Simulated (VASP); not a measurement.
Hg2S:

```
Hg S
1.0
     4.14827    0.00000    0.00000
    -2.07413    3.59250    0.00000
     0.00000    0.00000    4.47903
Hg S
2 1
Direct
  0.33333 0.66667 0.50000
  0.66667 0.33333 0.50000
  0.00000 0.00000 0.00000
```

* Program: VASP 6.6.1
* Task: relaxation of cell and atoms
* Functional: r2SCAN
* Potentials or basis: VASP PAW PBE potentials, release 64 (Hg, S)
* Cutoff: 600 eV
* k mesh: 6 × 6 × 4
* Occupations: gaussian, width 0.1 eV
* Spin: no spin polarisation

At the start: pressure 24.6 GPa; volume 22.25 Å³/atom.

**Question.** How do energy, volume and symmetry change on relaxing?

**Answer.** Over 13 steps the energy falls by 643.7 meV/atom and the volume is 24.10 Å³/atom (+8.3 %); space group P6/mmm (No. 191, to 0.1 Å) before and after.

The path:
| step | energy change (eV) | largest force (eV/Å) | pressure (GPa) | volume (Å³) |
| --- | --- | --- | --- | --- |
| 1 | 0.0000 | 0.0000 | 24.58 | 66.75 |
| 2 | -0.9822 | 0.0000 | -6.59 | 102.82 |
| 3 | -1.6826 | 0.0000 | -2.66 | 83.52 |
| 4 | -1.6832 | 0.0000 | -2.45 | 83.17 |
| 5 | -1.6829 | 0.0000 | -2.23 | 82.83 |
| 6 | -1.8095 | 0.0000 | -1.55 | 79.13 |
| 7 | -1.8988 | 0.0000 | -0.27 | 74.86 |
| 8 | -1.8612 | 0.0000 | 4.48 | 66.26 |
| 9 | -1.9206 | 0.0000 | 1.05 | 71.80 |
| 10 | -1.9210 | 0.0000 | 1.25 | 71.39 |
| 11 | -1.9288 | 0.0000 | -0.79 | 73.08 |
| 12 | -1.9306 | 0.0000 | -0.22 | 72.56 |
| 13 | -1.9312 | 0.0000 | -0.14 | 72.31 |

Final structure:
```xyz
3
Lattice="4.7354 0.0000 0.0000 -2.3677 4.1010 0.0000 0.0000 0.0000 3.7235" Properties=species:S:1:pos:R:3 pbc="T T T"
Hg    0.0000    2.7340    1.8618
Hg    2.3677    1.3670    1.8618
S     2.3677    4.1010    0.0000
```

Caveat: a cell axis changed by over 15 % at a fixed basis, so the end point is rough; the PAW data sets were made with another functional, which shifts forces and pressure a little.
